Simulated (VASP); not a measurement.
The system is Os.

```
CELL_PARAMETERS angstrom
-1.54633 1.54633 1.54633
1.54633 -1.54633 1.54633
1.54633 1.54633 -1.54633
ATOMIC_POSITIONS crystal
Os 0.00000 0.00000 0.00000
```

Base run:

| Property | Result |
| --- | --- |
| Program | VASP 6.6.1 |
| Functional | PBE |
| Potentials or basis | VASP PAW PBE potentials, release 64 (Os) |
| Cutoff | 520 eV |
| k mesh | 14 × 14 × 14 |
| Occupations | fermi-dirac, width 0.1 eV |
| Spin | no spin polarisation |

Its results: pressure 0.0 GPa.

**Question.** The run is repeated on the same cell with these changes: spin from no spin polarisation to non-collinear spin, zero start, spin-orbit coupling; further incar settings from ALGO = Normal; EDIFF = 1e-06; NBANDS = 10 to ALGO = Normal; EDIFF = 1e-07; NBANDS = 19. What comes out?

**Answer.** Pressure 1.0 GPa; net moment 0.00 μB per cell.
